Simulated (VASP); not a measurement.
Input of a VASP 6.6.1 run:

The input INCAR:

```
ALGO = Normal
EDIFF = 1E-6
EDIFFG = -0.015
ENCUT = 600
GGA = PE
IBRION = 2
ISIF = 3
ISMEAR = 0
LASPH = True
LCHARG = False
LREAL = False
LWAVE = False
NELM = 80
NSW = 80
PREC = Accurate
SIGMA = 0.02
```

File KPOINTS:

```
k-points
0
Gamma
  8 8 8
```

Contents of POSCAR:

```
NaH
1.0
    0.0000000000      2.4154536897     -2.4154536897
    4.8309073794      0.0000000000      0.0000000000
   -2.4154536897     -4.8309073794     -2.4154536897
Na H
3 3
Direct
    1.0000000000      0.0000000000      1.0000000000
    0.3333333333      0.3333333333      0.6666666667
    0.6666666667      0.6666666667      0.3333333333
    0.0000000000      0.5000000000      0.0000000000
    0.3333333333      0.8333333333      0.6666666667
    0.6666666667      0.1666666667      0.3333333333
```

Potentials or basis: VASP PAW PBE potentials, release 64 (Na_pv, H).

Command:

```sh
$ cat potpaw_PBE.64/Na_pv/POTCAR potpaw_PBE.64/H/POTCAR > POTCAR
$ mpirun -np 1 vasp_std > vasp.out
```

(1) Estimate the band gap on the k mesh.

Results:

(1) 3.76 eV.

Caveat: the relaxation stopped at its first step, so nothing moved.
